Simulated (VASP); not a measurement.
# Ti2Si13Sn in VASP: a series of runs

Ti2Si13Sn is run at these levels: PBE; tasks: single point.

Program: VASP 6.6.1. These are calculated values, not measurements. Logs are shortened: lines on timing, memory, paths and dates and some standing lists are left out, and cuts for length are marked.

## (1) The cell of the first run

The cell holds a disordered packing, 16 atoms: a = 6.783 Å, b = 6.467 Å, c = 6.462 Å, α = 87.67°, β = 88.07°, γ = 90.59°.

## (2) Single point, PBE

Input file INCAR:

```
SYSTEM = Ti2Si13Sn
PREC     = Accurate       ! precision mode
ENCUT    = 400            ! plane-wave cutoff, eV
EDIFF    = 1E-6           ! SCF threshold, eV
ISMEAR   = -1             ! smearing method
SIGMA    = 0.05           ! smearing width, eV
LREAL    = Auto         
LASPH    = .True.         ! aspherical terms in the spheres
NELM     = 120            ! most SCF steps
ALGO     = Normal         ! electronic algorithm
ISIF     = 2              ! what is computed and relaxed
LWAVE    = .False.        ! write WAVECAR
LCHARG   = .True.         ! write CHGCAR
GGA      = PE             ! functional
LELF     = .True.         ! ELF
LVHAR    = .True.       
ISYM     = -1           
NBANDS   = 59             ! bands
GGA_COMPAT= .False.
```

Input file KPOINTS:

```
explicit points
1
Reciprocal
  0.25000000   0.25000000   0.25000000 1
```

Input file POSCAR:

```
Ti2Si13Sn
1.0
    6.7816700000     -0.0349430000      0.1121080000
   -0.0349430000      6.4658950000      0.1319420000
    0.1121080000      0.1319420000      6.4600740000
Si Ti Sn
13 2 1
Direct
    0.8839400382      0.7594800011      0.1479633112
    0.0793393507      0.2116863015      0.0890539505
    0.1534705906      0.5088518339      0.8736656562
    0.7131636419      0.2243900987      0.1342579314
    0.3824881732      0.8435850097      0.5032452759
    0.3835720042      0.6697153252      0.0901015887
    0.4121061583      0.3476825881      0.3652826062
    0.8803711155      0.6062040777      0.6792218753
    0.6554568813      0.6429817925      0.4156210496
    0.1508056057      0.6070846701      0.3894504180
    0.4156666132      0.1990190344      0.7053512820
    0.3945041973      0.0376915890      0.1646428229
    0.5960770112      0.4747177143      0.8565265342
    0.1416701810      0.9357523560      0.8006616646
    0.6347335451      0.8914050035      0.8644960619
    0.8979661826      0.0557237523      0.4909179839
```

Potentials or basis: VASP PAW PBE potentials, release 64 (Si, Ti_sv, Sn_d).

The run is started by

```console
cat potpaw_PBE.64/Si/POTCAR potpaw_PBE.64/Ti_sv/POTCAR potpaw_PBE.64/Sn_d/POTCAR > POTCAR
mpirun -np 1 vasp_std > vasp.out
```

OUTCAR:

```text
SYSTEM = Ti2Si13Sn
   PREC = Accurate
   ENCUT = 400
   EDIFF = 1E-6
   ISMEAR = -1
   LREAL = Auto
   LASPH = .True.
   NELM = 120
   ISIF = 2
   GGA = PE
   ISYM = -1

 ion  position               nearest neighbor table
   1  0.884  0.759  0.148-   9 2.38  10 2.60  15 2.66  14 2.98  16 2.99   3 3.03
   2  0.079  0.212  0.089-   3 2.37  12 2.48   4 2.49  14 2.66  16 2.97   7 3.07
   3  0.153  0.509  0.874-   8 2.35   2 2.37   6 2.39  14 2.78  11 2.91  13 3.01   1 3.03
   4  0.713  0.224  0.134-  12 2.46   2 2.49  13 2.52   7 2.64  16 2.84  15 2.88
   5  0.382  0.844  0.503-   9 2.34  10 2.34  12 2.48  14 2.57  11 2.70   6 2.94  15 2.96
   6  0.384  0.670  0.090-   3 2.39  13 2.45  12 2.45  10 2.47  15 2.59   7 2.70   9 2.85   5 2.94
                            14 3.03
   7  0.412  0.348  0.365-  11 2.36  12 2.44  10 2.46   9 2.55   4 2.64   6 2.70   2 3.07
   8  0.880  0.606  0.679-   9 2.33  13 2.34   3 2.35  10 2.58  15 2.78  14 2.91  16 3.11
   9  0.655  0.643  0.416-   8 2.33   5 2.34   1 2.38   7 2.55   6 2.85  13 3.02  16 3.18
  10  0.151  0.607  0.389-   5 2.34   7 2.46   6 2.47   8 2.58   1 2.60
  11  0.416  0.199  0.705-   7 2.36  13 2.41  14 2.55  15 2.69   5 2.70   3 2.91  12 3.10
  12  0.395  0.038  0.165-   7 2.44   6 2.45   4 2.46   5 2.48   2 2.48  15 2.70  11 3.10
  13  0.596  0.475  0.857-   8 2.34  11 2.41   6 2.45   4 2.52  15 2.71   3 3.01   9 3.02
  14  0.142  0.936  0.801-  11 2.55   5 2.57   2 2.66  16 2.73   3 2.78   8 2.91   1 2.98   6 3.03

  15  0.635  0.891  0.864-   6 2.59   1 2.66  11 2.69  12 2.70  13 2.71   8 2.78   4 2.88   5 2.96
                            16 3.10
  16  0.898  0.056  0.491-  14 2.73   4 2.84   2 2.97   1 2.99  15 3.10   8 3.11   9 3.18

IMPORTANT INFORMATION: All symmetrisations will be switched off!
NOSYMM: (Re-)initialisation of all symmetry stuff for point group C_1.

----------------------------------------------------------------------------------------

                                     Primitive cell

  volume of cell :     283.0632

  direct lattice vectors                    reciprocal lattice vectors
     6.781670000 -0.034943000  0.112108000     0.147503286  0.000849726 -0.002577124
    -0.034943000  6.465895000  0.131942000     0.000849726  0.154727010 -0.003174925
     0.112108000  0.131942000  6.460074000    -0.002577124 -0.003174925  0.154906557

  length of vectors
     6.782686577  6.467335453  6.462393750     0.147528244  0.154761913  0.154960521

  position of ions in fractional coordinates (direct lattice)
     0.883940038  0.759480001  0.147963311
     0.079339351  0.211686302  0.089053951
     0.153470591  0.508851834  0.873665656
     0.713163642  0.224390099  0.134257931
     0.382488173  0.843585010  0.503245276
     0.383572004  0.669715325  0.090101589
[... 8 lines left out ...]
     0.634733545  0.891405003  0.864496062
     0.897966183  0.055723752  0.490917984

  ion indices of the primitive-cell ions
   primitive index   ion index
                 1           1
                 2           2
[... 57 lines left out ...]
   EMIN   =  10.00;   EMAX   =-10.00  energy-range for DOS
   EFERMI =   0.00;   METHOD = LEGACY
   ISMEAR =    -1;   SIGMA  =   0.05  broadening in eV -4-tet -1-fermi 0-gaus
   EFERMI_NEDOS =   21; number of points for ismear=-14 and -15
   IALGO  =     38    algorithm
   IMIX   =      4    mixing-type and parameters
     AMIX     =   0.40;   BMIX     =  1.00
     AMIX_MAG =   1.60;   BMIX_MAG =  1.00
  volume/ion in A,a.u.               =      17.69       119.39
  Fermi-wavevector in a.u.,A,eV,Ry     =   1.117364  2.111511 16.986894  1.248501
  Thomas-Fermi vector in A             =   2.253986
   LORBIT       =      0    0 simple, 1 ext, 2 COOP (PROOUT), +10 PAW based schemes
   GGA     = PE    functional components
   LHFCALC =     F    Hartree Fock is set to
   AEXX    =    0.0000 exact exchange contribution
   IVDW    =     0    specifies the selected vdW correction
   LEPSILON=     F    determine dielectric tensor
   LRPA    =     F    only Hartree local field effects (RPA)
 non-spin polarized calculation
  energy-cutoff  :      400.00
  volume of cell :      283.06
 maximum number of plane-waves:      5142
 NGX is ok and might be reduce to    48
   NGX = 23   NGY = 21   NGZ = 21

 number of electron      90.0000002 magnetization

 Free energy of the ion-electron system (eV)
  ---------------------------------------------------
  ext. energy  EPLUGINS =         0.00000000
  ---------------------------------------------------
  free energy    TOTEN  =       -87.81436402 eV

  energy without entropy =      -87.81246706  energy(sigma->0) =      -87.81341554

 E-fermi :   7.7819     XC(G=0): -10.4719

 val. band max:        7.4465274402   @ k =   0.2500   0.2500   0.2500
 cond. band min:       8.1181158395   @ k =   0.2500   0.2500   0.2500
 fundamental gap:      0.6715883993
 Fermi energy:         7.7819388770

 k-point     1 :       0.2500    0.2500    0.2500
  band No.  band energies     occupation
      1     -49.4582      2.00000
      2     -49.2473      2.00000
      3     -25.8481      2.00000
      4     -25.7352      2.00000
      5     -25.6288      2.00000
      6     -25.6015      2.00000
[... 49 lines left out ...]
     56       9.9833      0.00000
     57      10.1502      0.00000
 [bands above 57 left out]

------------------------ aborting loop because EDIFF is reached ----------------------------------------

  FORCE on cell =-STRESS in cart. coord.  units (eV):
  Direction    XX          YY          ZZ          XY          YZ          ZX
  --------------------------------------------------------------------------------------
  -------------------------------------------------------------------------------------
  Total       -2.8642893     -3.5174071     -0.0499707      6.5206699      1.0708792      7.8615101
  in kB      -16.2122788    -19.9090167     -0.2828413     36.9079046      6.0613264     44.4972482
  external PRESSURE =     -12.1347123 kB  Pullay stress =       0.0000000 kB

 VOLUME and BASIS-vectors are now :
 -----------------------------------------------------------------------------
  energy-cutoff  :      400.00
  volume of cell :      283.06
      direct lattice vectors                 reciprocal lattice vectors
     6.781670000 -0.034943000  0.112108000     0.147503286  0.000849726 -0.002577124
    -0.034943000  6.465895000  0.131942000     0.000849726  0.154727010 -0.003174925
     0.112108000  0.131942000  6.460074000    -0.002577124 -0.003174925  0.154906557

 POSITION                                       TOTAL-FORCE (eV/Angst)
 -----------------------------------------------------------------------------------
      5.98464      4.89935      1.15516         0.018180      0.232024     -0.047958
      0.54064      1.37772      0.61212        -0.215530     -0.088991      0.031464
      1.12095      3.40009      5.72829         0.880703     -0.117749      0.527815
      4.84365      1.44368      0.97687        -0.200840     -0.081803      0.253481
      2.62085      5.50757      3.40519         0.068090      0.582687      0.180334
      2.58796      4.32879      0.71343         0.068302     -0.254413     -0.152646
[... 8 lines left out ...]
      4.37032      5.85562      5.77348         0.211889      0.364567     -0.037607
      6.14280      0.39370      3.27939        -0.495207      0.320744     -0.583955
 -----------------------------------------------------------------------------------
    total drift:                                0.001895      0.001615      0.002341

  FREE ENERGIE OF THE ION-ELECTRON SYSTEM (eV)
  ---------------------------------------------------
  free  energy   TOTEN  =       -87.8143640248 eV

  energy  without entropy=      -87.8124670559  energy(sigma->0) =      -87.81341554
```

Wall time 33 s (1 thread of Intel Xeon Platinum 8259CL at 2.50GHz (Skylake/Cascade Lake), shared host); peak memory 0.26 GiB.

What came out:

| Property | Result |
| --- | --- |
| Free energy | -87.8144 eV |
| Pressure | -1.2 GPa |
| Largest force | 1.239 eV/Å |

Forces in eV/Å, atoms in the order of the input:
```
Si   0.018  0.232 -0.048
Si  -0.216 -0.089  0.031
Si   0.881 -0.118  0.528
Si  -0.201 -0.082  0.253
Si   0.068  0.583  0.180
Si   0.068 -0.254 -0.153
Si   0.837  0.830 -0.315
Si   0.199  0.314  0.022
Si  -0.899 -0.731 -0.438
Si  -0.427 -0.357 -0.454
Si   0.167  0.330 -0.019
Si   0.083 -0.333 -0.058
Si  -0.134 -0.173  0.494
Ti  -0.162 -0.837  0.596
Ti   0.212  0.365 -0.038
Sn  -0.495  0.321 -0.584
```

Levels at points of the mesh, in eV from the Fermi level:
```csv
k point,band 43,band 44,band 45,band 46,band 47,band 48
"(0.25, 0.25, 0.25)",-0.74,-0.65,-0.34,0.34,0.54,0.70
```

Caveat: the atoms stand as in a frame of molecular dynamics; spin-orbit coupling is left out, which moves the levels of the heavy elements.

## (3) Single point, PBE

Input file INCAR:

```
SYSTEM = Ti2Si13Sn
PREC = Accurate
ENCUT = 400
EDIFF = 1E-6
ISMEAR = -1
SIGMA = 0.05
LREAL = Auto
LASPH = .TRUE.
NELM = 120
ALGO = Normal
ISIF = 2
LWAVE = .FALSE.
LCHARG = .FALSE.
GGA = PE
ISYM = -1
NBANDS = 59
GGA_COMPAT = .FALSE.
```

KPOINTS is that of step 2.

Input file POSCAR:

```
Ti2Si13Sn
1.0
    6.7816700000     -0.0349430000      0.1121080000
   -0.0349430000      6.4658950000      0.1319420000
    0.1121080000      0.1319420000      6.4600740000
Si Ti Sn
13 2 1
Direct
    0.8155869390      0.8088679220      0.1792984923
    0.0609508061      0.2342549411      0.1063645496
    0.1917739143      0.4926486311      0.8124239079
    0.7203067587      0.1704417196      0.1603008617
    0.3172099042      0.8306921162      0.5009721333
    0.3995541015      0.6455113492      0.0672569278
    0.4747926295      0.3421694617      0.3463936210
    0.8795513100      0.5887277241      0.6992202177
    0.6331740389      0.6516249890      0.4638950607
    0.1640082938      0.5290751155      0.3473556385
    0.3886089194      0.2068892536      0.6802001725
    0.3526461268      0.0411699023      0.1679089913
    0.6153675069      0.4026617891      0.8769833562
    0.1545095416      0.8914253995      0.8463566817
    0.6129545297      0.9255734825      0.8751915036
    0.9065736161      0.0488702477      0.5142146679
```

Potentials or basis: VASP PAW PBE potentials, release 64 (Si, Ti_sv, Sn_d).

The run is started by

```console
cat potpaw_PBE.64/Si/POTCAR potpaw_PBE.64/Ti_sv/POTCAR potpaw_PBE.64/Sn_d/POTCAR > POTCAR
mpirun -np 1 vasp_std > vasp.out
```

Run time: 34 s. Hardware: 1 thread of Intel Xeon Platinum 8259CL at 2.50GHz (Skylake/Cascade Lake), shared host; peak memory 0.27 GiB.

It converged, with:

- Free energy: -88.3392 eV
- Pressure: -0.8 GPa
- Largest force: 0.914 eV/Å

Forces in eV/Å, atoms in the order of the input:
```
Si   0.391 -0.402 -0.218
Si   0.570  0.715  0.012
Si   0.603 -0.419  0.463
Si   0.221  0.150 -0.296
Si   0.219 -0.044  0.152
Si   0.105 -0.506 -0.622
Si  -0.263  0.792  0.220
Si  -0.304  0.362 -0.028
Si  -0.212  0.145 -0.008
Si  -0.504 -0.068 -0.390
Si  -0.255 -0.507  0.629
Si  -0.093 -0.696  0.230
Si  -0.269 -0.008  0.132
Ti  -0.551  0.170 -0.348
Ti  -0.119  0.282 -0.348
Sn   0.461  0.033  0.420
```

Stress tensor (GPa, compression positive):
```
 0.68  3.72  4.58
 3.72 -3.00  2.72
 4.58  2.72  0.00
```

Levels at points of the mesh, in eV from the Fermi level:
```tsv
k point	band 43	band 44	band 45	band 46	band 47	band 48
(0.25, 0.25, 0.25)	-0.89	-0.60	-0.24	0.24	0.54	0.62
```

Caveat: the atoms stand as in a frame of molecular dynamics; spin-orbit coupling is left out, which moves the levels of the heavy elements.
